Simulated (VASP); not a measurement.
Wanted: the native input for a VASP 6.6.1 run.

```
Task                   : single point
Functional             : r2SCAN
Potentials or basis    : VASP PAW PBE potentials, release 64 (Ti_sv)
Cutoff                 : 520 eV
k mesh                 : 16 × 16 × 16
Occupations            : gaussian, width 0.1 eV
Spin                   : no spin polarisation
Dipole correction      : no
Further INCAR settings : ALGO = Normal; EDIFF = 1e-06; NBANDS = 19
```

Ti:

```
CELL_PARAMETERS angstrom
3.28431 0.00000 0.00000
0.00000 3.28431 0.00000
0.00000 0.00000 3.23228
ATOMIC_POSITIONS crystal
Ti 0.00000 0.00000 0.00000
Ti 0.50000 0.50000 0.50000
```

This cell differs from its parent crystal: biaxial strain in the a-b plane: +1.0 %.

The input as run:

POSCAR

```
Ti
1.0
    3.2843076419      0.0000000000      0.0000000000
    0.0000000000      3.2843076419      0.0000000000
    0.0000000000      0.0000000000      3.2322790060
Ti
2
Direct
    0.0000000000      0.0000000000      0.0000000000
    0.5000000000      0.5000000000      0.5000000000
```

INCAR.step1

```
  ALGO = Normal
  EDIFF = 1E-4
  ENCUT = 520
  GGA = PE
  ISMEAR = 0
  LASPH = True
  LCHARG = False
  LREAL = False
  LWAVE = True
  NBANDS = 19
  NELM = 60
  PREC = Accurate
  SIGMA = 0.1
```

INCAR.step2

```
  ALGO = Normal
  EDIFF = 1E-6
  ENCUT = 520
  ISIF = 2
  ISMEAR = 0
  ISTART = 1
  LASPH = True
  LCHARG = True
  LELF = True
  LMIXTAU = True
  LREAL = False
  LVHAR = True
  LWAVE = False
  METAGGA = R2SCAN
  NBANDS = 19
  NELM = 60
  PREC = Accurate
  SIGMA = 0.1
```

KPOINTS

```
k-points
0
Gamma
  16 16 16
```

Potentials or basis: VASP PAW PBE potentials, release 64 (Ti_sv).

The run is started by

```sh
$ cat potpaw_PBE.64/Ti_sv/POTCAR > POTCAR
$ cp INCAR.step1 INCAR
$ mpirun -np 1 vasp_std > vasp.out
$ cp INCAR.step2 INCAR
$ mpirun -np 1 vasp_std > vasp.out
```

It gave:

```
Pressure               : -1.1 GPa
Band gap on the k mesh : zero (band 12 reaches 9.22 eV, above the bottom of band 13 at 7.45 eV)
```

Caveat: the cell differs from its parent crystal (biaxial strain in the a-b plane: +1.0 %); the PAW data sets were made with another functional, which shifts forces and pressure a little.

It took 3.5 min on 1 thread of Intel(R) Xeon(R) 6975P-C (Granite Rapids) (shared host), peak memory 0.32 GiB.
